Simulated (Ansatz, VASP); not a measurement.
# Two plane-wave programs on NiO

Contents of INCAR:

```
PREC     = Accurate       # precision mode
ENCUT    = 520            # plane-wave cutoff, eV
EDIFF    = 1E-6           # SCF threshold, eV
ISMEAR   = 0              # smearing method
SIGMA    = 0.05           # smearing width, eV
LREAL    = False          # projectors in reciprocal space
LASPH    = True           # aspherical terms in the spheres
NELM     = 150            # most SCF steps
ALGO     = Normal         # electronic algorithm
ISIF     = 2              # what is computed and relaxed
LWAVE    = False          # write WAVECAR
LCHARG   = False          # write CHGCAR
ISPIN    = 2              # spin polarisation
MAGMOM   = 2 2 0 0        # initial moments
LORBIT   = 11             # projections on sites
LMAXMIX  = 4              # l up to which the mixer works
LDAU     = True           # DFT+U
LDAUTYPE = 2            
LDAUL    = 2 -1           # shell
LDAUU    = 4 0            # U, eV
LDAUJ    = 0 0          
LDAUPRINT= 1            
GGA      = CA             # functional
NBANDS   = 28             # bands
```

KPOINTS

```
Automatic mesh
0
Gamma
  8 8 8
```

The input POSCAR:

```
NiO
1.0
    0.0000000000      2.0913095100      2.0913095100
    2.0913095100      0.0000000000      2.0913095100
    4.1826190200      4.1826190200      0.0000000000
Ni O
2 2
Direct
    0.0000000000      0.0000000000      0.0000000000
    0.0000000000      0.0000000000      0.5000000000
    0.5000000000      0.5000000000      0.2500000000
    0.5000000000      0.5000000000      0.7500000000
```

Input for Ansatz:

```yaml
crystal:
  lattice:
    - [0.0, 2.09130951, 2.09130951]
    - [2.09130951, 0.0, 2.09130951]
    - [4.18261902, 4.18261902, 0.0]
  atoms:
    - { symbol: Ni, position: [0.0, 0.0, 0.0], spin: 2.0 }
    - { symbol: O, position: [0.5, 0.5, 0.25] }
    - { symbol: Ni, position: [0.0, 0.0, 0.5], spin: 2.0 }
    - { symbol: O, position: [0.5, 0.5, 0.75] }
basis:
  ecutwfc: 420
  ecutrho_ratio: 4
kpoints:
  mp_grid: { grid: [8, 8, 8] }
hamiltonian:
  xc: lda
  hubbard:
    sites: [{ site: 0, l: d, u_eff: 4.0 }, { site: 2, l: d, u_eff: 4.0 }]
scf:
  occupations: { method: gaussian, width: 0.05 }
  lower_state_search: "off"
  max_iter: 150
output:
  forces: true
  stress: true
  eigenvalues: true
  populations: true
  hubbard: { sites: [{ site: 0, l: d }, { site: 2, l: d }] }
magnetization:
  spin_polarized: true
```

Alike in both runs: task single point; functional LDA; k mesh 8 × 8 × 8; occupations gaussian, width 0.05 eV; collinear spin; Hubbard terms Ni d U = 4.0 eV.

|  | VASP | Ansatz |
| --- | --- | --- |
| version | VASP 6.6.1 | Ansatz 0.2.0 |
| potentials or method | VASP PAW LDA potentials, release 64 (Ni, O), cutoff 520 eV | scalar-relativistic, plane waves, PAW |
| valence electrons in the cell | 32 | 48 |

|  | VASP | Ansatz | Ansatz less VASP |
| --- | --- | --- | --- |
| gap on the k mesh at the Fermi level (eV) | 0.68 | 0.61 | -0.071 |
| least direct gap on the mesh (eV) | 0.68 | 0.61 | -0.071 |
| pressure (GPa) | -14.8 | -8.1 | +6.70 |
| net moment per atom (μB) | 1.00 | 1.00 | 0.000 |
| size of the moment on the site where the two differ most (μB) | 1.70 | 1.64 | -0.064 |

LDA's correlation is that of Perdew and Zunger in VASP and of Perdew and Wang (1992) in Ansatz. Site moments also hang on the region over which each program counts them. The programs project onto different local orbitals, so the same U acts differently, and such runs can settle in different states. VASP's potentials hold 32 valence electrons a cell and Ansatz's 48, so a difference there can come from the potentials and not from the codes.
